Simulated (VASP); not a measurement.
# As (Fd-3m) in VASP: a series of runs

As is run at these levels: PBE; tasks: single point.

All numbers are computed with VASP 6.6.1; they aren't measurements. Logs are shortened: lines on timing, memory, paths and dates and some standing lists are left out, and cuts for length are marked.

## (1) The cell of the first run

Symmetry: Fd-3m, No. 227, cubic system. Conventional cell: a = 6.030 Å, b = 6.030 Å, c = 6.030 Å, α = 90.00°, β = 90.00°, γ = 90.00°. Within 3.4 Å of As (site symmetry -43m) lie 4 As at 2.61 Å.

This isn't the form of As at room conditions, which is rhombohedral.

## (2) Single point, PBE

Input file INCAR:

```
PREC = Accurate
ENCUT = 520
EDIFF = 1E-7
ISMEAR = -1
SIGMA = 0.06122561905347299
LREAL = F
LASPH = T
NELM = 80
ALGO = Normal
ISIF = 2
LWAVE = F
LCHARG = T
GGA = PE
LELF = T
LVHAR = T
NBANDS = 12
```

Input file KPOINTS:

```
regular mesh
0
Gamma
  31 31 31
```

Input file POSCAR:

```
As
1.0
    0.0000000000      3.0148497937      3.0148497937
    3.0148497937      0.0000000000      3.0148497937
    3.0148497937      3.0148497937      0.0000000000
As
2
Direct
    0.0000000000      0.0000000000      0.0000000000
    0.2500000000      0.2500000000      0.2500000000
```

Potentials or basis: VASP PAW PBE potentials, release 64 (As).

On the command line:

```sh
$ cat potpaw_PBE.64/As/POTCAR > POTCAR
$ mpirun -np 1 vasp_std > vasp.out
```

OUTCAR:

```text
PREC = Accurate
   ENCUT = 520
   EDIFF = 1E-7
   ISMEAR = -1
   LREAL = F
   LASPH = T
   NELM = 80
   ISIF = 2
   GGA = PE

 ion  position               nearest neighbor table
   1  0.000  0.000  0.000-   2 2.61   2 2.61   2 2.61   2 2.61
   2  0.250  0.250  0.250-   1 2.61   1 2.61   1 2.61   1 2.61

  LATTYP: Found a face centered cubic cell.
 ALAT       =     6.0296995874

  Lattice vectors:

 A1 = (   0.0000000000,   3.0148497937,   3.0148497937)
 A2 = (   3.0148497937,   0.0000000000,   3.0148497937)
 A3 = (   3.0148497937,   3.0148497937,   0.0000000000)

Analysis of symmetry for initial positions (statically):
=====================================================================
 Subroutine PRICEL returns:
 Original cell was already a primitive cell.

 Routine SETGRP: Setting up the symmetry group for a
 face centered cubic supercell.

 Subroutine GETGRP returns: Found 48 space group operations
 (whereof 24 operations were pure point group operations)
 out of a pool of 48 trial point group operations.

The static configuration has the point symmetry T_d .
 The point group associated with its full space group is O_h .

Analysis of symmetry for dynamics (positions and initial velocities):
=====================================================================
 Subroutine PRICEL returns:
 Original cell was already a primitive cell.

 Routine SETGRP: Setting up the symmetry group for a
 face centered cubic supercell.

 Subroutine GETGRP returns: Found 48 space group operations
 (whereof 24 operations were pure point group operations)
 out of a pool of 48 trial point group operations.

The dynamic configuration has the point symmetry T_d .
 The point group associated with its full space group is O_h .

 Subroutine INISYM returns: Found 48 space group operations
 (whereof 24 operations are pure point group operations),
 and found     1 'primitive' translations

----------------------------------------------------------------------------------------

                                     Primitive cell

  volume of cell :      54.8059

  direct lattice vectors                    reciprocal lattice vectors
     0.000000000  3.014849794  3.014849794    -0.165845742  0.165845742  0.165845742
     3.014849794  0.000000000  3.014849794     0.165845742 -0.165845742  0.165845742
     3.014849794  3.014849794  0.000000000     0.165845742  0.165845742 -0.165845742

  length of vectors
     4.263641467  4.263641467  4.263641467     0.287253251  0.287253251  0.287253251

  position of ions in fractional coordinates (direct lattice)
     0.000000000  0.000000000  0.000000000
     0.250000000  0.250000000  0.250000000

  ion indices of the primitive-cell ions
   primitive index   ion index
                 1           1
                 2           2

----------------------------------------------------------------------------------------

 KPOINTS: regular mesh

Automatic generation of k-mesh.
 Grid dimensions read from file:
 generate k-points for:   31   31   31

 Generating k-lattice:

  Cartesian coordinates                     Fractional coordinates (reciprocal lattice)
    -0.005349863  0.005349863  0.005349863     0.032258065  0.000000000  0.000000000
     0.005349863 -0.005349863  0.005349863     0.000000000  0.032258065  0.000000000
     0.005349863  0.005349863 -0.005349863     0.000000000  0.000000000  0.032258065

  Length of vectors
     0.009266234  0.009266234  0.009266234

  Shift w.r.t. Gamma in fractional coordinates (k-lattice)
     0.000000000  0.000000000  0.000000000

 Subroutine IBZKPT returns following result:
 ===========================================

 Found    816 irreducible k-points:

 Following reciprocal coordinates:
            Coordinates               Weight
  0.000000  0.000000  0.000000      1.000000
  0.032258  0.000000  0.000000      8.000000
  0.064516  0.000000  0.000000      8.000000
  0.096774  0.000000  0.000000      8.000000
  0.129032  0.000000  0.000000      8.000000
  0.161290  0.000000  0.000000      8.000000
[... 16 lines left out ...]
  0.225806  0.032258  0.000000     24.000000
  0.258065  0.032258  0.000000     24.000000
 [... further k-points ...]
   k-points           NKPTS =    816   k-points in BZ     NKDIM =    816   number of bands    NBANDS=     12
   number of dos      NEDOS =    301   number of ions     NIONS =      2
   total plane-waves  NPLWV =  32768
   dimension x,y,z NGX =    32 NGY =   32 NGZ =   32
   dimension x,y,z NGXF=    64 NGYF=   64 NGZF=   64
   ions per type =               2
   NGX,Y,Z   is equivalent  to a cutoff of  12.48, 12.48, 12.48 a.u.
   NGXF,Y,Z  is equivalent  to a cutoff of  24.95, 24.95, 24.95 a.u.
 SYSTEM =  unknown system
   PREC   = accura    normal or accurate (medium, high low for compatibility)
   ISTART =      0    job   : 0-new  1-cont  2-samecut
   ICHARG =      2    charge: 1-file 2-atom 10-const
   ISPIN  =      1    spin polarized calculation?
   LNONCOLLINEAR =      F non collinear calculations
   LSORBIT =      F    spin-orbit coupling
   LASPH  =      T    aspherical Exc in radial PAW
   ENCUT  =  520.0 eV  38.22 Ry    6.18 a.u.   7.93  7.93  7.93*2*pi/ulx,y,z
   NELM   =     80;   NELMIN=  2; NELMDL= -5     # of ELM steps
   EDIFF  = 0.1E-06   stopping-criterion for ELM
   LREAL  =      F    real-space projection
   EDIFFG = 0.1E-05   stopping-criterion for IOM
   NSW    =      0    number of steps for IOM
   IBRION =     -1    ionic relax: 0-MD 1-quasi-New 2-CG
   NFREE  =      0    steps in history (QN), initial steepest desc. (CG)
   ISIF   =      2    stress and relaxation
   ISYM   =      2    0-nonsym 1-usesym 2-fastsym
   POTIM  = 0.5000    time-step for ionic-motion
   TEBEG  =    0.0;   TEEND  =   0.0 temperature during run
   PSTRESS=    0.0 pullay stress
   NELECT =      10.0000    total number of electrons
   NUPDOWN=      -1.0000    fix difference up-down
   EMIN   =  10.00;   EMAX   =-10.00  energy-range for DOS
   EFERMI =   0.00;   METHOD = LEGACY
   ISMEAR =    -1;   SIGMA  =   0.06  broadening in eV -4-tet -1-fermi 0-gaus
   EFERMI_NEDOS =   21; number of points for ismear=-14 and -15
   IALGO  =     38    algorithm
   IMIX   =      4    mixing-type and parameters
     AMIX     =   0.40;   BMIX     =  1.00
     AMIX_MAG =   1.60;   BMIX_MAG =  1.00
  volume/ion in A,a.u.               =      27.40       184.92
  Fermi-wavevector in a.u.,A,eV,Ry     =   0.928537  1.754680 11.730681  0.862181
  Thomas-Fermi vector in A             =   2.054724
   LORBIT       =      0    0 simple, 1 ext, 2 COOP (PROOUT), +10 PAW based schemes
   GGA     = PE    functional components
   LHFCALC =     F    Hartree Fock is set to
   AEXX    =    0.0000 exact exchange contribution
   IVDW    =     0    specifies the selected vdW correction
   LEPSILON=     F    determine dielectric tensor
   LRPA    =     F    only Hartree local field effects (RPA)
 non-spin polarized calculation
  energy-cutoff  :      520.00
  volume of cell :       54.81
 maximum number of plane-waves:      1490
   NGX = 15   NGY = 15   NGZ = 15

 number of electron      10.0000000 magnetization

 Free energy of the ion-electron system (eV)
  ---------------------------------------------------
  ext. energy  EPLUGINS =         0.00000000
  ---------------------------------------------------
  free energy    TOTEN  =        -8.70727880 eV

  energy without entropy =       -8.69565127  energy(sigma->0) =       -8.70146503

 E-fermi :   3.2866     XC(G=0):  -8.7518

 val. band max:        3.2864725078   @ k =  -0.4194   0.3548   0.1290
 cond. band min:       3.2926571932   @ k =  -0.4516   0.3548   0.1290
 fundamental gap:      0.0061846855
 Fermi energy:         3.2865591398

 k-point     1 :       0.0000    0.0000    0.0000
  band No.  band energies     occupation
      1     -10.6603      2.00000
      2      -2.5310      2.00000
      3       1.1034      2.00000
      4       1.1034      2.00000
      5       1.1034      2.00000
      6       3.8926      0.00010
      7       3.8926      0.00010
      8       3.8926      0.00010
      9       8.1534      0.00000
     10      11.1822      0.00000
     11      11.1822      0.00000
     12      13.0056      0.00000

 k-point     2 :       0.0323    0.0000    0.0000
  band No.  band energies     occupation
      1     -10.6508      2.00000
      2      -2.5812      2.00000
      3       1.0878      2.00000
      4       1.0878      2.00000
      5       1.1151      2.00000
      6       3.9128      0.00007
      7       3.9151      0.00007
      8       3.9151      0.00007
      9       8.2039      0.00000
     10      11.1218      0.00000
     11      11.1218      0.00000
     12      12.9511      0.00000

 k-point     3 :       0.0645    0.0000    0.0000
  band No.  band energies     occupation
      1     -10.6226      2.00000
      2      -2.7252      2.00000
      3       1.0431      2.00000
      4       1.0431      2.00000
      5       1.1425      2.00000
      6       3.9783      0.00002
      7       3.9801      0.00002
      8       3.9801      0.00002
      9       8.3503      0.00000
     10      10.9744      0.00000
     11      10.9744      0.00000
     12      12.8087      0.00000

 k-point     4 :       0.0968    0.0000    0.0000
  band No.  band energies     occupation
      1     -10.5758      2.00000
      2      -2.9460      2.00000
      3       0.9747      2.00000
      4       0.9747      2.00000
      5       1.1672      2.00000
      6       4.0804      0.00000
      7       4.0804      0.00000
      8       4.0993      0.00000
      9       8.5781      0.00000
     10      10.7975      0.00000
     11      10.7975      0.00000
     12      12.6227      0.00000

 k-point     5 :       0.1290    0.0000    0.0000
  band No.  band energies     occupation
      1     -10.5108      2.00000
      2      -3.2234      2.00000
      3       0.8896      2.00000
      4       0.8896      2.00000
      5       1.1721      2.00000
      6       4.2063      0.00000
      7       4.2063      0.00000
      8       4.2852      0.00000
      9       8.8648      0.00000
     10      10.6309      0.00000
     11      10.6309      0.00000
     12      12.4360      0.00000
[... 228 lines left out ...]
      1     -10.4494      2.00000
      2      -3.4581      2.00000
      3       0.7366      2.00000
      4       0.7730      2.00000
      5       1.3017      2.00000
      6       4.1010      0.00000
      7       4.4259      0.00000
      8       4.5502      0.00000
      9       9.1103      0.00000
     10      10.2803      0.00000
     11      10.7533      0.00000
     12      12.4141      0.00000

 k-point    22 :       0.1935    0.0323    0.0000
  band No.  band energies     occupation
      1     -10.3560      2.00000
      2      -3.7862      2.00000
      3       0.6364      2.00000
      4       0.6671      2.00000
      5       1.2735      2.00000
      6       4.2540      0.00000
      7       4.5761      0.00000
      8       4.8247      0.00000
      9       9.4199      0.00000
     10      10.1764      0.00000
     11      10.6593      0.00000
     12      12.3026      0.00000

 k-point    23 :       0.2258    0.0323    0.0000
  band No.  band energies     occupation
      1     -10.2468      2.00000
      2      -4.1295      2.00000
      3       0.5389      2.00000
      4       0.5572      2.00000
      5       1.2228      2.00000
      6       4.4142      0.00000
      7       4.7198      0.00000
      8       5.1502      0.00000
      9       9.6825      0.00000
     10      10.1377      0.00000
     11      10.6168      0.00000
     12      12.2791      0.00000

 k-point    24 :       0.2581    0.0323    0.0000
  band No.  band energies     occupation
      1     -10.1238      2.00000
      2      -4.4773      2.00000
      3       0.4475      2.00000
      4       0.4486      2.00000
      5       1.1578      2.00000
      6       4.5675      0.00000
      7       4.8493      0.00000
      8       5.5204      0.00000
      9       9.8502      0.00000
     10      10.1784      0.00000
     11      10.6347      0.00000
     12      12.3603      0.00000

 [... further k-points ...]
[... 5 lines left out ...]
  --------------------------------------------------------------------------------------
  -------------------------------------------------------------------------------------
  Total        0.7246161      0.7246161      0.7246161     -0.0000000     -0.0000000      0.0000000
  in kB       21.1831991     21.1831991     21.1831991     -0.0000000     -0.0000000      0.0000000
  external PRESSURE =      21.1831991 kB  Pullay stress =       0.0000000 kB

 VOLUME and BASIS-vectors are now :
 -----------------------------------------------------------------------------
  energy-cutoff  :      520.00
  volume of cell :       54.81
      direct lattice vectors                 reciprocal lattice vectors
     0.000000000  3.014849794  3.014849794    -0.165845742  0.165845742  0.165845742
     3.014849794  0.000000000  3.014849794     0.165845742 -0.165845742  0.165845742
     3.014849794  3.014849794  0.000000000     0.165845742  0.165845742 -0.165845742

 POSITION                                       TOTAL-FORCE (eV/Angst)
 -----------------------------------------------------------------------------------
      0.00000      0.00000      0.00000         0.000000      0.000000      0.000000
      1.50742      1.50742      1.50742        -0.000000     -0.000000     -0.000000
 -----------------------------------------------------------------------------------
    total drift:                               -0.000000     -0.000000      0.000000

  FREE ENERGIE OF THE ION-ELECTRON SYSTEM (eV)
  ---------------------------------------------------
  free  energy   TOTEN  =        -8.7072787965 eV

  energy  without entropy=       -8.6956512721  energy(sigma->0) =       -8.70146503
```

Run time: 6.6 min. Hardware: 1 thread of Oxide Virtual Turin-like, shared host; peak memory 0.51 GiB.

Results:

| Item | Value |
| --- | --- |
| Free energy | -8.7073 eV |
| Pressure | 2.1 GPa |
| Band gap on the k mesh | zero (bands 5 and 6 overlap by 1.60 eV) |

Levels at points of the mesh, in eV from the Fermi level:
```csv
k point,band 1,band 2,band 3,band 4,band 5,band 6,band 7,band 8,band 9,band 10
"(0.00, 0.00, 0.00)",-13.95,-5.82,-2.18,-2.18,-2.18,0.61,0.61,0.61,4.87,7.90
```

## (3) Single point, PBE

This run uses another cell than the first one, of 27.97 Å³/atom.

Input file INCAR:

```
  PREC = Accurate
  ENCUT = 520
  EDIFF = 1E-7
  ISMEAR = -1
  SIGMA = 0.06122561905347299
  LREAL = False
  LASPH = True
  NELM = 60
  ALGO = Normal
  ISIF = 2
  LWAVE = False
  LCHARG = True
  GGA = PE
  LELF = True
  LVHAR = True
  NBANDS = 12
```

Input file KPOINTS:

```
Automatic mesh
0
Gamma
  31 31 31
```

Input file POSCAR:

```
As
1.0
    0.0000000000      3.0356425183      3.0356425183
    3.0356425183      0.0000000000      3.0356425183
    3.0356425183      3.0356425183      0.0000000000
As
2
Direct
    0.0000000000      0.0000000000      0.0000000000
    0.2500000000      0.2500000000      0.2500000000
```

Potentials or basis: VASP PAW PBE potentials, release 64 (As).

On the command line:

```sh
$ cat potpaw_PBE.64/As/POTCAR > POTCAR
$ mpirun -np 1 vasp_std > vasp.out
```

It took 5.4 min on 1 thread of Oxide Virtual Turin-like, shared host; peak memory 0.52 GiB.

The run converged. Its results:

| Quantity | Value |
| --- | --- |
| Free energy | -8.7185 eV |
| Pressure | 1.0 GPa |
| Band gap on the k mesh | zero (bands 5 and 6 overlap by 1.52 eV) |

Levels at points of the mesh, in eV from the Fermi level:
```csv
k point,band 1,band 2,band 3,band 4,band 5,band 6,band 7,band 8,band 9,band 10
"(0.00, 0.00, 0.00)",-13.79,-5.93,-2.13,-2.13,-2.13,0.63,0.63,0.63,4.86,7.89
```
